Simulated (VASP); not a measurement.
A run of VASP 6.6.1:

Contents of INCAR:

```
PREC     = Accurate       # precision mode
ENCUT    = 600            # plane-wave cutoff, eV
EDIFF    = 1E-7           # SCF threshold, eV
ISMEAR   = 0              # smearing method
SIGMA    = 0.1            # smearing width, eV
LREAL    = False          # projectors in reciprocal space
LASPH    = True           # aspherical terms in the spheres
NELM     = 100            # most SCF steps
ALGO     = Normal         # electronic algorithm
ISIF     = 3              # what is computed and relaxed
LWAVE    = False          # write WAVECAR
LCHARG   = False          # write CHGCAR
GGA      = PE             # functional
IBRION   = 2              # ionic algorithm
NSW      = 90             # ionic steps
EDIFFG   = -0.04          # ionic threshold
```

Contents of KPOINTS:

```
Automatic mesh
0
Gamma
  4 4 4
```

POSCAR

```
CdSe3S
1.0
    5.0180601400      0.0000000000      0.0000000000
    0.0000000000      5.0180601400      0.0000000000
    0.0000000000      0.0000000000      5.0085316400
Cd Se S
1 3 1
Direct
    0.0000000000      0.0000000000      0.4854922900
    0.0000000000      0.5000000000      0.4852201000
    0.0000000000      0.0000000000      0.9854010900
    0.5000000000      0.0000000000      0.4852201000
    0.5000000000      0.5000000000      0.9971854100
```

Potentials or basis: VASP PAW PBE potentials, release 64 (Cd, Se, S).

The run is started by

```console
$ cat potpaw_PBE.64/Cd/POTCAR potpaw_PBE.64/Se/POTCAR potpaw_PBE.64/S/POTCAR > POTCAR
$ mpirun -np 1 vasp_std > vasp.out
```

Hardware: 1 thread of Intel Xeon 8259CL (shared host).

Estimate the wall time of this run.

It took 32 min on 1 thread of Intel Xeon 8259CL, on a shared host, peak memory 0.3 GiB. Counts: scf iterations 286, k points 18, ion steps 28.
